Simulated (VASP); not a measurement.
Here is a VASP 6.6.1 calculation.

File INCAR:

```
PREC = Accurate
ENCUT = 520
EDIFF = 1E-7
ISMEAR = -1
SIGMA = 0.05
LREAL = Auto
LASPH = True
NELM = 60
ALGO = Normal
ISIF = 2
LWAVE = False
LCHARG = False
GGA = PS
ISYM = 0
NBANDS = 186
```

Contents of KPOINTS:

```
Automatic mesh
0
Gamma
  1 1 1
  0.25 0.25 0.25
```

File POSCAR:

```
Mg7CdO8
1.0
    8.5821636661      0.0000000000      0.0000000000
    0.0000000000      8.5821636661      0.0000000000
    0.0000000000      0.0000000000      8.5821636661
O Mg Cd
32 28 4
Direct
    0.2550900000      0.9992460000      0.0121130000
    0.2655970000      0.9983270000      0.4846900000
    0.2643650000      0.5001460000      0.0022410000
    0.2546130000      0.4996080000      0.4974770000
    0.7466420000      0.9992200000      0.0015530000
    0.7376360000      0.9987140000      0.4970170000
    0.7368400000      0.5001120000      0.0005160000
    0.7464990000      0.4996800000      0.4985740000
    0.0009160000      0.2378340000      0.9982960000
    0.0013780000      0.2604550000      0.5006570000
    0.0010350000      0.7616240000      0.9971060000
    0.0007610000      0.7378550000      0.5017220000
    0.5002290000      0.2482950000      0.9971040000
    0.5002880000      0.2504560000      0.5016570000
    0.4997390000      0.7516750000      0.9858260000
    0.5001670000      0.7482960000      0.5128450000
    0.9991060000      0.0014350000      0.2380290000
    0.9861230000      0.0001560000      0.7616330000
    0.9999960000      0.4974050000      0.2613170000
    0.9976160000      0.4986430000      0.7378800000
    0.5032540000      0.0129790000      0.2476700000
    0.5128820000      0.0021300000      0.7502590000
    0.5010470000      0.4865690000      0.2510840000
    0.5019270000      0.4977820000      0.7482740000
    0.2481120000      0.2511700000      0.2493540000
    0.2490900000      0.2623300000      0.7496510000
    0.2368000000      0.7468800000      0.2491410000
    0.2468190000      0.7361880000      0.7491800000
    0.7532180000      0.2501600000      0.2494920000
    0.7512690000      0.2515190000      0.7493940000
    0.7639240000      0.7490080000      0.2494810000
    0.7523720000      0.7475600000      0.7495090000
    0.9979140000      0.9997100000      0.0009310000
    0.0001640000      0.4991570000      0.4995000000
    0.5023850000      0.0018810000      0.9991310000
    0.5024540000      0.0019050000      0.4994400000
    0.5005940000      0.4972770000      0.9973500000
    0.5008200000      0.4973500000      0.5012860000
    0.2527860000      0.2495810000      0.0013350000
    0.2528720000      0.2539240000      0.4973470000
    0.2506740000      0.7494920000      0.9993900000
    0.2507680000      0.7447060000      0.4992390000
    0.7483290000      0.2477830000      0.9994180000
    0.7484330000      0.2515770000      0.4994180000
    0.7500870000      0.7515560000      0.9974730000
    0.7501870000      0.7472890000      0.5013070000
    0.2506990000      0.0020130000      0.2475220000
    0.2508230000      0.4973990000      0.2512610000
    0.2528610000      0.4992660000      0.7472420000
    0.7505350000      0.0018150000      0.2475820000
    0.7485880000      0.9997130000      0.7514000000
    0.7502590000      0.4973920000      0.2514930000
    0.7481880000      0.4992520000      0.7474030000
    0.0004200000      0.2496470000      0.2494170000
    0.9980730000      0.2519360000      0.7495610000
    0.0003600000      0.7493110000      0.2493910000
    0.9980060000      0.7467400000      0.7494760000
    0.5009170000      0.2497060000      0.2493490000
    0.5026800000      0.2514890000      0.7494360000
    0.5027960000      0.7472080000      0.7493730000
    0.0000710000      0.9991900000      0.4986190000
    0.0006220000      0.4996870000      0.9996250000
    0.2510550000      0.9992370000      0.7499510000
    0.5003600000      0.7498950000      0.2493270000
```

Potentials or basis: VASP PAW PBE potentials, release 64 (O, Mg, Cd).

The run is started by

```bash
$ cat potpaw_PBE.64/O/POTCAR potpaw_PBE.64/Mg/POTCAR potpaw_PBE.64/Cd/POTCAR > POTCAR
$ mpirun -np 1 vasp_std > vasp.out
```

Question: Estimate the pressure.

Answer: -0.1 GPa.

Question: Predict the largest force.

Answer: 0.133 eV/Å.

Question: Predict the band gap on the k mesh.

Answer: 4.12 eV, indirect (the least direct gap lies 2.5 meV higher).

Stress tensor (GPa, compression positive):
```
-0.07  0.06 -0.08
 0.06 -0.12 -0.09
-0.08 -0.09 -0.12
```

Caveat: the k points lie up to 0.73 Å⁻¹ apart; the PAW data sets were made with another functional, which shifts forces and pressure a little. A k mesh can miss the band edges.
